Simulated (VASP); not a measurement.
Crystal: GaH6.

```xyz
7
Lattice="-3.1778 3.1778 3.1778 3.1778 -3.1778 3.1778 3.1778 3.1778 -3.1778" Properties=species:S:1:pos:R:3 pbc="T T T"
Ga    0.0000    0.0000    0.0000
H     1.5889    3.1778    0.0000
H     1.5889    0.0000    3.1778
H     0.0000    1.5889    3.1778
H     3.1778    1.5889    0.0000
H     3.1778    0.0000    1.5889
H     0.0000    3.1778    1.5889
```

```yaml
Program: VASP 6.6.1
Task: relaxation of cell and atoms
Functional: PBE
Potentials_or_basis: VASP PAW PBE potentials, release 64 (Ga_d, H)
Cutoff: 600 eV
k_mesh: 4 × 4 × 4
Occupations: gaussian, width 0.1 eV
Spin: no spin polarisation
```

At the start: pressure -8.3 GPa; volume 18.34 Å³/atom.

Problem. Where does the relaxation end?

Solution. Over 8 steps the energy falls by 837.6 meV/atom and the volume is 5.36 Å³/atom (-70.8 %); space group Im-3m (No. 229, to 0.05 Å).

Step by step:
| step | energy change (eV) | largest force (eV/Å) | pressure (GPa) | volume (Å³) |
| --- | --- | --- | --- | --- |
| 1 | 0.0000 | 0.0000 | -8.32 | 128.36 |
| 2 | -0.9430 | 0.0000 | -9.54 | 111.47 |
| 3 | -3.8704 | 0.0000 | -12.65 | 69.80 |
| 4 | -0.9465 | 0.0000 | 149.40 | 20.27 |
| 5 | -5.0174 | 0.0000 | -11.68 | 55.02 |
| 6 | -5.3730 | 0.0000 | 25.73 | 30.12 |
| 7 | -5.7768 | 0.0000 | -5.63 | 42.50 |
| 8 | -5.8629 | 0.0000 | 0.28 | 37.51 |

Final structure:
```yaml
crystal:
  lattice:
    - [-2.10869, 2.10869, 2.10869]
    - [2.10869, -2.10869, 2.10869]
    - [2.10869, 2.10869, -2.10869]
  atoms:
    - { symbol: Ga, position: [0.00000, 0.00000, 0.00000] }
    - { symbol: H, position: [0.50000, 0.25000, 0.75000] }
    - { symbol: H, position: [0.50000, 0.75000, 0.25000] }
    - { symbol: H, position: [0.75000, 0.50000, 0.25000] }
    - { symbol: H, position: [0.25000, 0.50000, 0.75000] }
    - { symbol: H, position: [0.25000, 0.75000, 0.50000] }
    - { symbol: H, position: [0.75000, 0.25000, 0.50000] }
```

Caveat: the volume moved by over 15 % at a fixed basis, so the end points are rough.
